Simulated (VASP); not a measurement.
Input of a VASP 6.6.1 run:

INCAR

```
PREC = Accurate ; ENCUT = 520
EDIFF = 1E-6 ; ISMEAR = -1
SIGMA = 0.05 ; LREAL = F
LASPH = T ; NELM = 150
ALGO = Normal ; ISIF = 2
LWAVE = F ; LCHARG = F
LMAXMIX = 4 ; LDAU = T
LDAUTYPE = 2 ; LDAUL = 2 -1
LDAUU = 6 0 ; LDAUJ = 0 0
LDAUPRINT = 1 ; GGA = PE
NBANDS = 29
```

The input KPOINTS:

```
regular mesh
0
Gamma
  7 7 7
```

POSCAR

```
TiSi2
1.0
    0.0000000000      4.1175163063      4.2628978354
    2.3895119538      0.0000000000      4.2628978354
    2.3895119538      4.1175163063      0.0000000000
Ti Si
2 4
Direct
    0.7500000000      0.7500000000      0.7500000000
    0.5000000000      0.5000000000      0.5000000000
    0.4125656100      0.0874343900      0.4125656100
    0.0874343900      0.4125656100      0.0874343900
    0.1625656100      0.8374343900      0.1625656100
    0.8374343900      0.1625656100      0.8374343900
```

Potentials or basis: VASP PAW PBE potentials, release 64 (Ti_sv, Si).

Run with:

```console
$ cat potpaw_PBE.64/Ti_sv/POTCAR potpaw_PBE.64/Si/POTCAR > POTCAR
$ mpirun -np 1 vasp_std > vasp.out
```

(1) What does it give for the pressure?

(2) Estimate the band gap on the k mesh.

## Answers

(1) 9.5 GPa.

(2) zero (bands 20 and 21 overlap by 1.94 eV).

Caveat: the cell stands under pressure; U without spin polarisation on a metal has little footing; the U is typed as a test and isn't derived for this compound.
